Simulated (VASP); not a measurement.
Set up this calculation in VASP 6.6.1, as the native input.

```yaml
Task: single point
Functional: PBE
Dispersion: D3(BJ)
Potentials_or_basis: VASP PAW PBE potentials, release 64 (Si)
Cutoff: 520 eV
k_mesh: 9 × 9 × 1
Occupations: gaussian, width 0.1 eV
Spin: no spin polarisation
Dipole_correction: yes
Further_INCAR_settings: ALGO = Normal; EDIFF = 1e-06; NBANDS = 16
```

The structure of Si lies in POSCAR:

```
Si
1.0
    3.8475254748      0.0000000000      0.0000000000
   -1.9237627374      3.3320548028      0.0000000000
    0.0000000000      0.0000000000     18.4415958287
Si
4
Direct
    0.3333333333      0.6666666667      0.2695427207
    0.6666666667      0.3333333333      0.2440135898
    0.5000000000      1.3333333333      0.5119728204
    0.8333333333      1.0000000000      0.4864436895
```

One way to write it, as run:

INCAR

```
PREC     = Accurate       # precision mode
ENCUT    = 520            # plane-wave cutoff, eV
EDIFF    = 1E-6           # SCF threshold, eV
ISMEAR   = 0              # smearing method
SIGMA    = 0.1            # smearing width, eV
LREAL    = False          # projectors in reciprocal space
LASPH    = True           # aspherical terms in the spheres
NELM     = 80             # most SCF steps
ALGO     = Normal         # electronic algorithm
ISIF     = 2              # what is computed and relaxed
LWAVE    = False          # write WAVECAR
LCHARG   = False          # write CHGCAR
LDIPOL   = True         
IDIPOL   = 3            
DIPOL    = 0.5 0.5 0.378
GGA      = PE             # functional
IVDW     = 12             # dispersion correction
NBANDS   = 16             # bands
```

KPOINTS

```
regular mesh
0
Gamma
  9 9 1
```

Potentials or basis: VASP PAW PBE potentials, release 64 (Si).

The run is started by

```sh
$ cat potpaw_PBE.64/Si/POTCAR > POTCAR
$ mpirun -np 1 vasp_std > vasp.out
```

Results of the run:

| Property | Result |
| --- | --- |
| Largest force | 0.135 eV/Å |
| Band gap on the k mesh | 0.27 eV, direct |
| Dispersion energy per atom | -0.241 eV |

Run time: 2.9 min on 1 thread of Intel(R) Xeon(R) Platinum 8488C (Sapphire Rapids), on a shared host, peak memory 0.4 GiB.
